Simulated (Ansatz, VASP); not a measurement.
**One calculation of KF, two programs**

INCAR

```
SYSTEM = KF
PREC = Accurate ; ENCUT = 520
EDIFF = 1E-7 ; ISMEAR = 0
SIGMA = 0.05 ; LREAL = .False.
LASPH = .True. ; NELM = 80
ALGO = Normal ; ISIF = 2
LWAVE = .False. ; LCHARG = .False.
GGA = PS ; NBANDS = 15
```

The input KPOINTS:

```
regular mesh
0
Gamma
  8 8 8
  0 0 0
```

The input POSCAR:

```
KF
1.0
    3.2608469334     -0.0779041929     -0.0779041929
   -0.0779041929      3.2608469334     -0.0779041929
   -0.0779041929     -0.0779041929      3.2608469334
K F
1 1
Direct
    0.0000000000      0.0000000000      0.0000000000
    0.5000000000      0.5000000000      0.5000000000
```

Input for Ansatz:

```yaml
crystal:
  lattice:
    - [3.2608469334, -0.0779041929, -0.0779041929]
    - [-0.0779041929, 3.2608469334, -0.0779041929]
    - [-0.0779041929, -0.0779041929, 3.2608469334]
  atoms:
    - { symbol: K, position: [0.0, 0.0, 0.0] }
    - { symbol: F, position: [0.5, 0.5, 0.5] }
basis:
  ecutwfc: 420
kpoints:
  mp_grid: { grid: [8, 8, 8] }
hamiltonian:
  xc: pbesol
scf:
  occupations: { method: gaussian, width: 0.05 }
output:
  forces: true
  stress: true
  eigenvalues: true
```

Alike in both runs: task single point; functional PBEsol; k mesh 8 × 8 × 8; occupations gaussian, width 0.05 eV; no spin polarisation.

```csv
,VASP,Ansatz
version,VASP 6.6.1,Ansatz 0.2.0
potentials or method,"VASP PAW PBE potentials, release 64 (K_sv, F), cutoff 520 eV","scalar-relativistic, plane waves, PAW"
valence electrons in the cell,16,16
```

|  | VASP | Ansatz | Ansatz less VASP |
| --- | --- | --- | --- |
| gap on the k mesh at the Fermi level (eV) | 6.09 | 6.11 | +0.017 |
| least direct gap on the mesh (eV) | 6.14 | 6.15 | +0.016 |
| pressure (GPa) | -2.2 | -2.2 | -0.01 |
| traceless stress, the component that is largest in VASP (GPa) | 0.35 | 0.31 | -0.036 |

VASP's potentials were made for PBE, not for PBEsol.
